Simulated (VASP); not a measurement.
A run of VASP 6.6.1:

Contents of INCAR:

```
  ALGO = Normal
  EDIFF = 1E-6
  EDIFFG = -0.04
  ENCUT = 600
  GGA = PE
  IBRION = 2
  ISIF = 3
  ISMEAR = 0
  LASPH = True
  LCHARG = False
  LREAL = False
  LWAVE = False
  NELM = 60
  NSW = 90
  PREC = Accurate
  SIGMA = 0.1
```

The input KPOINTS:

```
k-points
0
Gamma
  4 4 4
```

File POSCAR:

```
HfSbAu4
1.0
    0.0000000000      4.0159918000      4.0159918000
    4.0159918000      0.0000000000      4.0159918000
    4.0159918000      4.0159918000      0.0000000000
Hf Sb Au
1 1 4
Direct
    0.5000000000      0.5000000000      0.5000000000
    0.7500000000      0.7500000000      0.7500000000
    0.1291228800      0.1291228800      0.1291228800
    0.1291228800      0.1291228800      0.6126313700
    0.1291228800      0.6126313700      0.1291228800
    0.6126313700      0.1291228800      0.1291228800
```

Potentials or basis: VASP PAW PBE potentials, release 64 (Hf_pv, Sb, Au).

Launch:

```console
$ cat potpaw_PBE.64/Hf_pv/POTCAR potpaw_PBE.64/Sb/POTCAR potpaw_PBE.64/Au/POTCAR > POTCAR
$ mpirun -np 1 vasp_std > vasp.out
```

Hardware: 1 thread of Intel(R) Xeon(R) 6975P-C (Granite Rapids) (shared host).

Q: How long does it take, and how much memory?

A: It took 3 min on 1 thread of Intel(R) Xeon(R) 6975P-C (Granite Rapids), with other jobs on the host, peak memory 0.36 GiB. Counts: scf iterations 67, k points 8, ion steps 7.
